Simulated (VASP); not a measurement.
# Al (P6_3/mmc) in VASP: a series of runs

The runs below take Al through single point, with PBE+D3(BJ).

Program: VASP 6.6.1. These are calculated values, not measurements. Logs are shortened: lines on timing, memory, paths and dates and some standing lists are left out, and cuts for length are marked.

## Step 1: The cell of the first run

It takes space group P6_3/mmc (No. 194, hexagonal). Conventional cell: a = 2.832 Å, b = 2.832 Å, c = 10.306 Å, α = 90.00°, β = 90.00°, γ = 120.00°. Within 3.7 Å of Al (site symmetry -3m) lie 12 Al at 2.83 to 3.05 Å. Within 3.7 Å of Al (site symmetry -6m2) lie 12 Al at 2.83 to 3.05 Å.

This isn't the form of Al at room conditions, which is fcc.

## Step 2: Single point, PBE+D3(BJ)

Contents of INCAR:

```
PREC = Accurate
ENCUT = 500
EDIFF = 1E-6
ISMEAR = 0
SIGMA = 0.15
LREAL = F
LASPH = T
NELM = 120
ALGO = Normal
ISIF = 2
LWAVE = F
LCHARG = F
GGA = PE
IVDW = 12
NBANDS = 14
GGA_COMPAT = F
```

Contents of KPOINTS:

```
Automatic mesh
0
Gamma
  18 18 4
```

Contents of POSCAR:

```
Al
1.0
    2.8317000000      0.0000000000      0.0000000000
   -1.4158500000      2.4523241359      0.0000000000
    0.0000000000      0.0000000000     10.3065000000
Al
4
Direct
    0.0000000000      0.0000000000      0.0000000000
    0.3333333333      0.6666666667      0.2500000000
    0.0000000000      0.0000000000      0.5000000000
    0.6666666667      0.3333333333      0.7500000000
```

Potentials or basis: VASP PAW PBE potentials, release 64 (Al).

Started as:

```bash
$ cat potpaw_PBE.64/Al/POTCAR > POTCAR
$ mpirun -np 1 vasp_std > vasp.out
```

OUTCAR:

```text
PREC = Accurate
   ENCUT = 500
   EDIFF = 1E-6
   ISMEAR = 0
   LREAL = F
   LASPH = T
   NELM = 120
   ISIF = 2
   GGA = PE
   IVDW = 12
 IVDW          = 12

 ion  position               nearest neighbor table
   1  0.000  0.000  0.000-   2 3.05   4 3.05   4 3.05   2 3.05   4 3.05   2 3.05
   2  0.333  0.667  0.250-   1 3.05   3 3.05   1 3.05   3 3.05   1 3.05   3 3.05
   3  0.000  0.000  0.500-   2 3.05   4 3.05   4 3.05   2 3.05   4 3.05   2 3.05
   4  0.667  0.333  0.750-   1 3.05   3 3.05   1 3.05   3 3.05   1 3.05   3 3.05

  LATTYP: Found a hexagonal cell.
 ALAT       =     2.8317000000
 C/A-ratio  =     3.6396864075

  Lattice vectors:

 A1 = (   2.8317000000,   0.0000000000,   0.0000000000)
 A2 = (  -1.4158500000,   2.4523241359,   0.0000000000)
 A3 = (   0.0000000000,   0.0000000000,  10.3065000000)

Analysis of symmetry for initial positions (statically):
=====================================================================
 Subroutine PRICEL returns:
 Original cell was already a primitive cell.

 Routine SETGRP: Setting up the symmetry group for a
 hexagonal supercell.

 Subroutine GETGRP returns: Found 24 space group operations
 (whereof 12 operations were pure point group operations)
 out of a pool of 24 trial point group operations.

The static configuration has the point symmetry D_3d.
 The point group associated with its full space group is D_6h.

Analysis of symmetry for dynamics (positions and initial velocities):
=====================================================================
 Subroutine PRICEL returns:
 Original cell was already a primitive cell.

 Routine SETGRP: Setting up the symmetry group for a
 hexagonal supercell.

 Subroutine GETGRP returns: Found 24 space group operations
 (whereof 12 operations were pure point group operations)
 out of a pool of 24 trial point group operations.

The dynamic configuration has the point symmetry D_3d.
 The point group associated with its full space group is D_6h.

 Subroutine INISYM returns: Found 24 space group operations
 (whereof 12 operations are pure point group operations),
 and found     1 'primitive' translations

----------------------------------------------------------------------------------------

                                     Primitive cell

  volume of cell :      71.5709

  direct lattice vectors                    reciprocal lattice vectors
     2.831700000  0.000000000  0.000000000     0.353144754  0.203888219  0.000000000
    -1.415850000  2.452324136  0.000000000     0.000000000  0.407776438  0.000000000
     0.000000000  0.000000000 10.306500000     0.000000000  0.000000000  0.097026149
[... 104 lines left out ...]
   EFERMI_NEDOS =   21; number of points for ismear=-14 and -15
   IALGO  =     38    algorithm
   IMIX   =      4    mixing-type and parameters
     AMIX     =   0.40;   BMIX     =  1.00
     AMIX_MAG =   1.60;   BMIX_MAG =  1.00
  volume/ion in A,a.u.               =      17.89       120.75
  Fermi-wavevector in a.u.,A,eV,Ry     =   0.902727  1.705907 11.087608  0.814916
  Thomas-Fermi vector in A             =   2.025966
   LORBIT       =      0    0 simple, 1 ext, 2 COOP (PROOUT), +10 PAW based schemes
   GGA     = PE    functional components
   LHFCALC =     F    Hartree Fock is set to
   AEXX    =    0.0000 exact exchange contribution
   IVDW    =    12    specifies the selected vdW correction
   LEPSILON=     F    determine dielectric tensor
   LRPA    =     F    only Hartree local field effects (RPA)
 non-spin polarized calculation
 Gauss-broadening in eV      SIGMA  =   0.15
  energy-cutoff  :      500.00
  volume of cell :       71.57
 maximum number of plane-waves:      1836
 NGX is ok and might be reduce to    24

 number of electron      12.0000000 magnetization

 Free energy of the ion-electron system (eV)
  ---------------------------------------------------
  ext. energy  EPLUGINS =         0.00000000
  ---------------------------------------------------
  free energy    TOTEN  =       -14.78200106 eV

  energy without entropy =      -14.76177334  energy(sigma->0) =      -14.77188720

 E-fermi :   7.1378     XC(G=0):  -9.8998

 val. band max:        7.1177833958   @ k =   0.3333   0.1111   0.0000
 cond. band min:       7.1491333905   @ k =   0.2778   0.2778   0.0000
 fundamental gap:      0.0313499947
 Fermi energy:         7.1377968314

 k-point     1 :       0.0000    0.0000    0.0000
  band No.  band energies     occupation
      1      -3.4193      2.00000
      2      -2.0426      2.00000
      3      -2.0360      2.00000
      4       1.6606      2.00000
      5       2.4609      2.00000
      6       8.6622      0.00000
      7       8.6666      0.00000
      8      17.1092      0.00000
      9      17.3718      0.00000
     10      18.8496      0.00000
     11      18.8496      0.00000
     12      18.9654      0.00000
     13      18.9654      0.00000
     14      19.8025      0.00000
[... 377 lines left out ...]
      1       1.5827      2.00000
      2       2.9038      2.00000
      3       2.9039      2.00000
      4       4.1674      2.00000
      5       5.5075      2.00000
      6       5.5328      2.00000
      7       6.7190      1.99992
      8       7.2894      0.15296
      9       9.0603      0.00000
     10       9.8549      0.00000
     11      10.7989      0.00000
     12      11.8294      0.00000
     13      12.0678      0.00000
     14      13.4523      0.00000

 [... further k-points ...]

------------------------ aborting loop because EDIFF is reached ----------------------------------------

 Edisp (eV)   -1.23828

 E8    (eV) :    -0.5536

  FORCE on cell =-STRESS in cart. coord.  units (eV):
  Direction    XX          YY          ZZ          XY          YZ          ZX
  --------------------------------------------------------------------------------------
  -------------------------------------------------------------------------------------
  Total      -2.39616    -2.39616    -4.45593     0.00000     0.00000     0.00000
  in kB     -53.64009   -53.64009   -99.74983     0.00000     0.00000     0.00000
  external pressure =      -69.01 kB  Pullay stress =        0.00 kB

 VOLUME and BASIS-vectors are now :
 -----------------------------------------------------------------------------
  energy-cutoff  :      500.00
  volume of cell :       71.57
      direct lattice vectors                 reciprocal lattice vectors
     2.831700000  0.000000000  0.000000000     0.353144754  0.203888219  0.000000000
    -1.415850000  2.452324136  0.000000000     0.000000000  0.407776438  0.000000000
     0.000000000  0.000000000 10.306500000     0.000000000  0.000000000  0.097026149

 POSITION                                       TOTAL-FORCE (eV/Angst)
 -----------------------------------------------------------------------------------
      0.00000      0.00000      0.00000        -0.000000     -0.000000      0.000000
     -0.00000      1.63488      2.57662         0.000000     -0.000000      0.000000
      0.00000      0.00000      5.15325        -0.000000     -0.000000      0.000000
      1.41585      0.81744      7.72987        -0.000000      0.000000     -0.000000
 -----------------------------------------------------------------------------------
    total drift:                               -0.000000      0.000000      0.000000

  FREE ENERGIE OF THE ION-ELECTRON SYSTEM (eV)
  ---------------------------------------------------
  free  energy   TOTEN  =       -16.0202762263 eV

  energy  without entropy=      -16.0000485071  energy(sigma->0) =      -16.01016237
```

stdout:

```text
POSCAR found type information on POSCAR Al
 POSCAR found :  1 types and       4 ions
 scaLAPACK will be used
 LDA part: xc-table for (Slater+PW92), standard interpolation
 POSCAR, INCAR and KPOINTS ok, starting setup
 FFT: planning ... GRIDC
 FFT: planning ... GRID_SOFT
 FFT: planning ... GRID
 WAVECAR not read
 entering main loop
```

Run time: 26 s. Hardware: 1 thread of Intel Xeon 6975P-C (Granite Rapids), shared host; peak memory 0.24 GiB.

What came out:

```yaml
Free_energy: -16.0203 eV
Pressure: -6.9 GPa
Band_gap_on_the_k_mesh: zero (bands 6 and 7 overlap by 3.96 eV)
Dispersion_energy_per_atom: -0.310 eV
```

Stress tensor (GPa, compression positive):
```
-5.36  0.00  0.00
 0.00 -5.36  0.00
 0.00  0.00 -9.97
```

Levels at points of the mesh, in eV from the Fermi level:
```tsv
k point	band 2	band 3	band 4	band 5	band 6	band 7	band 8	band 9	band 10	band 11
(0.00, 0.00, 0.00)	-9.18	-9.17	-5.48	-4.68	1.52	1.53	9.97	10.23	11.71	11.71
(0.50, 0.00, 0.00)	-4.51	-3.47	-3.45	-2.94	-2.91	0.33	0.68	0.94	1.37	6.52
(0.00, 0.00, 0.50)	-10.21	-7.48	-7.48	-2.05	-2.05	5.64	5.64	11.98	11.98	11.98
(0.50, 0.00, 0.50)	-4.24	-4.18	-4.18	-1.78	-1.78	-1.21	-1.21	3.47	3.47	3.97
```

Caveat: the cell stands under tension.

## Step 3: Single point, PBE+D3(BJ)

This run uses another cell than the first one, of the same volume but with other edges.

Contents of INCAR:

```
PREC = Accurate ; ENCUT = 500
EDIFF = 1E-6 ; ISMEAR = 0
SIGMA = 0.15 ; LREAL = False
LASPH = True ; NELM = 120
ALGO = Normal ; ISIF = 2
LWAVE = False ; LCHARG = True
GGA = PE ; IVDW = 12
LELF = True ; LVHAR = True
NBANDS = 14 ; GGA_COMPAT = False
```

KPOINTS is that of step 2.

Contents of POSCAR:

```
Al
1.0
    2.7979000000      0.0000000000      0.0000000000
   -1.3989500000      2.4230524772      0.0000000000
    0.0000000000      0.0000000000     10.5726000000
Al
4
Direct
    0.0000000000      0.0000000000      0.0000000000
    0.3333333333      0.6666666667      0.2500000000
    0.0000000000      0.0000000000      0.5000000000
    0.6666666667      0.3333333333      0.7500000000
```

Potentials or basis: VASP PAW PBE potentials, release 64 (Al).

Started as:

```bash
$ cat potpaw_PBE.64/Al/POTCAR > POTCAR
$ mpirun -np 1 vasp_std > vasp.out
```

Run time: 26 s. Hardware: 1 thread of Intel Xeon 6975P-C (Granite Rapids), shared host; peak memory 0.22 GiB.

The run converged. Its results:

```
Free energy                : -15.9555 eV
Pressure                   : -6.2 GPa
Band gap on the k mesh     : zero (bands 6 and 7 overlap by 3.81 eV)
Dispersion energy per atom : -0.309 eV
```

Stress tensor (GPa, compression positive):
```
 -3.97   0.00   0.00
  0.00  -3.97   0.00
  0.00   0.00 -10.62
```

Levels at points of the mesh, in eV from the Fermi level:
| k point | band 3 | band 4 | band 5 | band 6 | band 7 | band 8 | band 9 | band 10 |
| --- | --- | --- | --- | --- | --- | --- | --- | --- |
| (0.00, 0.00, 0.00) | -9.23 | -5.87 | -4.78 | 0.98 | 0.98 | 9.21 | 9.23 | 12.28 |
| (0.50, 0.00, 0.00) | -3.41 | -3.40 | -2.82 | -2.81 | 0.08 | 0.46 | 1.00 | 1.41 |
| (0.00, 0.00, 0.50) | -7.64 | -7.64 | -2.41 | -2.41 | 4.91 | 4.91 | 12.53 | 12.53 |
| (0.50, 0.00, 0.50) | -4.04 | -4.04 | -1.78 | -1.78 | -1.21 | -1.21 | 3.26 | 3.26 |

Caveat: the cell stands under tension.

## Step 4: Single point, PBE+D3(BJ)

This run uses another cell than the first one, of 18.06 Å³/atom.

Contents of INCAR:

```
PREC     = Accurate       # precision mode
ENCUT    = 500            # plane-wave cutoff, eV
EDIFF    = 1E-6           # SCF threshold, eV
ISMEAR   = 0              # smearing method
SIGMA    = 0.15           # smearing width, eV
LREAL    = F              # projectors in reciprocal space
LASPH    = T              # aspherical terms in the spheres
NELM     = 120            # most SCF steps
ALGO     = Normal         # electronic algorithm
ISIF     = 2              # what is computed and relaxed
LWAVE    = F              # write WAVECAR
LCHARG   = F              # write CHGCAR
GGA      = PE             # functional
IVDW     = 12             # dispersion correction
NBANDS   = 14             # bands
GGA_COMPAT= F
```

KPOINTS is that of step 3.

Contents of POSCAR:

```
Al
1.0
    2.8823000000      0.0000000000      0.0000000000
   -1.4411500000      2.4961450213      0.0000000000
    0.0000000000      0.0000000000     10.0403000000
Al
4
Direct
    0.0000000000      0.0000000000      0.0000000000
    0.3333333333      0.6666666667      0.2500000000
    0.0000000000      0.0000000000      0.5000000000
    0.6666666667      0.3333333333      0.7500000000
```

Started as:

```bash
$ cat potpaw_PBE.64/Al/POTCAR > POTCAR
$ mpirun -np 1 vasp_std > vasp.out
```

Wall time 27 s (1 thread of Intel Xeon 6975P-C (Granite Rapids), shared host); peak memory 0.24 GiB.

It converged, with:

```yaml
Free_energy: -16.0418 eV
Pressure: -7.9 GPa
Band_gap_on_the_k_mesh: zero (bands 6 and 7 overlap by 4.34 eV)
Dispersion_energy_per_atom: -0.306 eV
```

Stress tensor (GPa, compression positive):
```
-7.06  0.00  0.00
 0.00 -7.06  0.00
 0.00  0.00 -9.72
```

Levels at points of the mesh, in eV from the Fermi level:
| k point | band 4 | band 5 | band 6 | band 7 | band 8 | band 9 |
| --- | --- | --- | --- | --- | --- | --- |
| (0.00, 0.00, 0.00) | -5.00 | -4.51 | 2.17 | 2.18 | 10.76 | 10.93 |
| (0.50, 0.00, 0.00) | -3.48 | -3.09 | -3.00 | 0.61 | 0.87 | 0.93 |
| (0.00, 0.00, 0.50) | -7.26 | -1.59 | -1.59 | 6.48 | 6.48 | 11.20 |
| (0.50, 0.00, 0.50) | -4.30 | -1.78 | -1.78 | -1.22 | -1.22 | 3.72 |

Caveat: the cell stands under tension.

## Step 5: Single point, PBE+D3(BJ)

This run uses another cell than the first one, of 18.11 Å³/atom.

Contents of INCAR:

```
SYSTEM = Al
ALGO     = Normal         ! electronic algorithm
EDIFF    = 1E-6           ! SCF threshold, eV
ENCUT    = 500            ! plane-wave cutoff, eV
GGA      = PE             ! functional
GGA_COMPAT= .FALSE.      
ISIF     = 2              ! what is computed and relaxed
ISMEAR   = 0              ! smearing method
IVDW     = 12             ! dispersion correction
LASPH    = .TRUE.         ! aspherical terms in the spheres
LCHARG   = .TRUE.         ! write CHGCAR
LELF     = .TRUE.         ! ELF
LREAL    = .FALSE.        ! projectors in reciprocal space
LVHAR    = .TRUE.       
LWAVE    = .FALSE.        ! write WAVECAR
NBANDS   = 14             ! bands
NELM     = 120            ! most SCF steps
PREC     = Accurate       ! precision mode
SIGMA    = 0.15           ! smearing width, eV
```

Contents of KPOINTS:

```
k-points
0
G
  18 18 4
  0 0 0
```

Contents of POSCAR:

```
Al
1.0
    2.8486000000      0.0000000000      0.0000000000
   -1.4243000000      2.4669599652      0.0000000000
    0.0000000000      0.0000000000     10.3065000000
Al
4
Direct
    0.0000000000      0.0000000000      0.0000000000
    0.3333333333      0.6666666667      0.2500000000
    0.0000000000      0.0000000000      0.5000000000
    0.6666666667      0.3333333333      0.7500000000
```

Potentials or basis: VASP PAW PBE potentials, release 64 (Al).

Started as:

```bash
$ cat potpaw_PBE.64/Al/POTCAR > POTCAR
$ mpirun -np 1 vasp_std > vasp.out
```

OUTCAR:

```text
SYSTEM = Al
   EDIFF = 1E-6
   ENCUT = 500
   GGA = PE
   ISIF = 2
   ISMEAR = 0
   IVDW = 12
   LASPH = .TRUE.
   LREAL = .FALSE.
   NELM = 120
   PREC = Accurate
 IVDW          = 12

 ion  position               nearest neighbor table
   1  0.000  0.000  0.000-   2 3.06   4 3.06   2 3.06   4 3.06   4 3.06   2 3.06
   2  0.333  0.667  0.250-   1 3.06   3 3.06   1 3.06   3 3.06   1 3.06   3 3.06
   3  0.000  0.000  0.500-   2 3.06   4 3.06   2 3.06   4 3.06   4 3.06   2 3.06
   4  0.667  0.333  0.750-   1 3.06   3 3.06   1 3.06   3 3.06   1 3.06   3 3.06

[... 615 lines left out ...]
  Direction    XX          YY          ZZ          XY          YZ          ZX
  --------------------------------------------------------------------------------------
  -------------------------------------------------------------------------------------
  Total      -2.80219    -2.80219    -4.66945     0.00000    -0.00000     0.00000
  in kB     -61.98749   -61.98749  -103.29310     0.00000    -0.00000     0.00000
  external pressure =      -75.76 kB  Pullay stress =        0.00 kB

 VOLUME and BASIS-vectors are now :
 -----------------------------------------------------------------------------
  energy-cutoff  :      500.00
  volume of cell :       72.43
      direct lattice vectors                 reciprocal lattice vectors
     2.848600000  0.000000000  0.000000000     0.351049638  0.202678603  0.000000000
    -1.424300000  2.466959965  0.000000000     0.000000000  0.405357206  0.000000000
     0.000000000  0.000000000 10.306500000     0.000000000  0.000000000  0.097026149

 POSITION                                       TOTAL-FORCE (eV/Angst)
 -----------------------------------------------------------------------------------
      0.00000      0.00000      0.00000        -0.000000      0.000000      0.000000
     -0.00000      1.64464      2.57662         0.000000      0.000000     -0.000000
      0.00000      0.00000      5.15325        -0.000000      0.000000      0.000000
      1.42430      0.82232      7.72987        -0.000000      0.000000      0.000000
 -----------------------------------------------------------------------------------
    total drift:                               -0.000000      0.000000      0.000000

  FREE ENERGIE OF THE ION-ELECTRON SYSTEM (eV)
  ---------------------------------------------------
  free  energy   TOTEN  =       -15.9893397769 eV

  energy  without entropy=      -15.9687772806  energy(sigma->0) =      -15.97905853
```

stdout:

```text
POSCAR found type information on POSCAR Al
 POSCAR found :  1 types and       4 ions
 scaLAPACK will be used
 LDA part: xc-table for (Slater+PW92), standard interpolation
 POSCAR, INCAR and KPOINTS ok, starting setup
 FFT: planning ... GRIDC
 FFT: planning ... GRID_SOFT
 FFT: planning ... GRID
 WAVECAR not read
 entering main loop
```

It took 28 s on 1 thread of Intel Xeon 6975P-C (Granite Rapids), shared host; peak memory 0.24 GiB.

What came out:

- Free energy: -15.9893 eV
- Pressure: -7.6 GPa
- Band gap on the k mesh: zero (bands 6 and 7 overlap by 3.95 eV)
- Dispersion energy per atom: -0.306 eV

Stress tensor (GPa, compression positive):
```
 -6.20   0.00   0.00
  0.00  -6.20   0.00
  0.00   0.00 -10.33
```

Levels at points of the mesh, in eV from the Fermi level:
```csv
k point,band 2,band 3,band 4,band 5,band 6,band 7,band 8,band 9,band 10,band 11
"(0.00, 0.00, 0.00)",-9.11,-9.10,-5.40,-4.61,1.60,1.60,10.04,10.28,11.51,11.51
"(0.50, 0.00, 0.00)",-4.50,-3.46,-3.43,-2.96,-2.91,0.34,0.68,0.93,1.37,6.38
"(0.00, 0.00, 0.50)",-10.14,-7.40,-7.40,-1.98,-1.98,5.71,5.71,11.77,11.77,11.78
"(0.50, 0.00, 0.50)",-4.23,-4.18,-4.18,-1.77,-1.77,-1.22,-1.22,3.47,3.47,3.98
```

Caveat: the cell stands under tension.

## Step 6: The runs side by side

```csv
cell,gap on the mesh (eV),pressure (GPa)
"a = 2.832, b = 2.832, c = 10.306 Å, angles 90.0, 90.0, 120.0°, 4 atoms",none,-6.9
"a = 2.798, b = 2.798, c = 10.573 Å, angles 90.0, 90.0, 120.0°, 4 atoms",none,-6.2
"a = 2.882, b = 2.882, c = 10.040 Å, angles 90.0, 90.0, 120.0°, 4 atoms",none,-7.9
"a = 2.849, b = 2.849, c = 10.306 Å, angles 90.0, 90.0, 120.0°, 4 atoms",none,-7.6
```

Alike in all rows: task single point; level PBE+D3(BJ); potentials or basis VASP PAW PBE potentials, release 64 (Al); no spin polarisation; k mesh 18 × 18 × 4; cutoff (eV) 500; smearing gaussian 0.15 eV.

Caveats: the cell stands under tension.

Absolute energies hang on the potentials; compare differences alone.
